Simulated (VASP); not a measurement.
KI:

```
CELL_PARAMETERS angstrom
0.00000 3.53277 3.53277
3.53277 0.00000 3.53277
3.53277 3.53277 0.00000
ATOMIC_POSITIONS crystal
K 0.00000 0.00000 0.00000
I 0.50000 0.50000 0.50000
```

| Property | Result |
| --- | --- |
| Program | VASP 6.6.1 |
| Task | relaxation of cell and atoms |
| Functional | PBE |
| Potentials or basis | VASP PAW PBE potentials, release 64 (K_sv, I) |
| Cutoff | 600 eV |
| k mesh | 4 × 4 × 4 |
| Occupations | gaussian, width 0.01 eV |
| Spin | no spin polarisation |

At the start: pressure 0.6 GPa; volume 44.09 Å³/atom.

Where does the relaxation end?

Over 4 steps the energy falls by 4.4 meV/atom and the volume is 46.46 Å³/atom (+5.4 %); space group Fm-3m (No. 225, to 0.05 Å).

Step by step:
```tsv
step	energy change (eV)	largest force (eV/Å)	pressure (GPa)	volume (Å³)
1	0.0000	0.0000	0.63	88.18
2	-0.0064	0.0000	0.31	90.40
3	-0.0086	0.0000	-0.06	93.43
4	-0.0087	0.0000	0.00	92.92
```

Final structure:
```cif
data_structure
_symmetry_space_group_name_H-M 'P 1'
_symmetry_Int_Tables_number 1
_cell_length_a 5.0840
_cell_length_b 5.0840
_cell_length_c 5.0840
_cell_angle_alpha 60.000
_cell_angle_beta 60.000
_cell_angle_gamma 60.000
_cell_volume 92.92
loop_
_atom_site_label
_atom_site_type_symbol
_atom_site_fract_x
_atom_site_fract_y
_atom_site_fract_z
_atom_site_occupancy
K1 K 0.00000 0.00000 0.00000 1
I1 I 0.50000 0.50000 0.50000 1
```
